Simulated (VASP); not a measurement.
Input of a VASP 6.6.1 run:

The input INCAR:

```
SYSTEM = B
  PREC = Accurate
  ENCUT = 600
  EDIFF = 1E-6
  ISMEAR = -1
  SIGMA = 0.1
  LREAL = .False.
  LASPH = .True.
  NELM = 80
  ALGO = Normal
  ISIF = 3
  LWAVE = .False.
  LCHARG = .False.
  GGA = PE
  IBRION = 2
  NSW = 32
  EDIFFG = -0.005
  PSTRESS = 3300.0
```

KPOINTS

```
regular mesh
0
Gamma
  26 26 26
  0 0 0
```

The input POSCAR:

```
B
1.0
    0.0000000000      1.2140042306      1.2140042306
    1.2140042306      0.0000000000      1.2140042306
    1.2140042306      1.2140042306      0.0000000000
B
1
Direct
    0.0000000000      0.0000000000      0.0000000000
```

Potentials or basis: VASP PAW PBE potentials, release 64 (B).

Command:

```console
$ cat potpaw_PBE.64/B/POTCAR > POTCAR
$ mpirun -np 1 vasp_std > vasp.out
```

Problem. Estimate the band gap on the k mesh.

Solution. Zero (an odd number of electrons rules out a gap without spin polarisation).

Problem. Predict the relaxed volume.

Solution. 3.58 Å³/atom.

Final structure:
```yaml
crystal:
  lattice:
    - [0.00000, 1.21415, 1.21415]
    - [1.21415, 0.00000, 1.21415]
    - [1.21415, 1.21415, 0.00000]
  atoms:
    - { symbol: B, position: [0.00000, 0.00000, 0.00000] }
```

Caveat: the cell is relaxed towards a set pressure, so the run minimises the enthalpy, not the energy.
